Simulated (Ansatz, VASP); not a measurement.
## Two plane-wave programs on KI

The input INCAR:

```
SYSTEM = KI
PREC = Accurate
ENCUT = 500
EDIFF = 1E-6
ISMEAR = -1
SIGMA = 0.02
LREAL = .False.
LASPH = .True.
NELM = 120
ALGO = Normal
ISIF = 2
LWAVE = .False.
LCHARG = .True.
GGA = PE
LELF = .True.
LVHAR = .True.
NBANDS = 15
GGA_COMPAT = .False.
```

Contents of KPOINTS:

```
Automatic mesh
0
Gamma
  6 6 6
  0 0 0
```

Contents of POSCAR:

```
KI
1.0
    0.0000000000      3.5444850600      3.5444850600
    3.5444850600      0.0000000000      3.5444850600
    3.5444850600      3.5444850600      0.0000000000
K I
1 1
Direct
    0.0000000000      0.0000000000      0.0000000000
    0.5000000000      0.5000000000      0.5000000000
```

Input for Ansatz:

```yaml
crystal:
  lattice:
    - [0.0, 3.54448506, 3.54448506]
    - [3.54448506, 0.0, 3.54448506]
    - [3.54448506, 3.54448506, 0.0]
  atoms:
    - { symbol: K, position: [0.0, 0.0, 0.0] }
    - { symbol: I, position: [0.5, 0.5, 0.5] }
kpoints:
  mp_grid: { grid: [6, 6, 6] }
  band_path:
    path:
      - [[0.0, 0.0, 0.0], [0.5, -4.905637001643e-34, 0.5], [0.625, 0.25, 0.625]]
      - [[0.375, 0.375, 0.75], [0.0, 0.0, 0.0], [0.5, 0.5, 0.5], [0.5, 0.25, 0.75], [0.5, -4.905637001643e-34, 0.5]]
    npoints: 10
hamiltonian:
  xc: pbe
scf:
  occupations: { method: fermi_dirac, width: 0.02 }
  n_extra_bands: 4
output:
  forces: true
  stress: true
  eigenvalues: true
```

Alike in both runs: task single point; functional PBE; k mesh 6 × 6 × 6; occupations fermi-dirac, width 0.02 eV; no spin polarisation.

```csv
,VASP,Ansatz
version,VASP 6.6.1,Ansatz 0.2.0
potentials or method,"VASP PAW PBE potentials, release 64 (K_sv, I)","plane waves, PAW"
plane-wave cutoff (eV),500,420
valence electrons in the cell,16,26
```

|  | VASP | Ansatz | Ansatz less VASP |
| --- | --- | --- | --- |
| gap on the k mesh at the Fermi level (eV) | 3.94 | 3.94 | +0.004 |
| pressure (GPa) | 0.5 | 0.5 | -0.03 |

With one functional, cell and mesh, what is left measures potentials, basis and numerics. VASP's potentials hold 16 valence electrons a cell and Ansatz's 26, so a difference there can come from the potentials and not from the codes.

Spin-orbit coupling is off throughout.
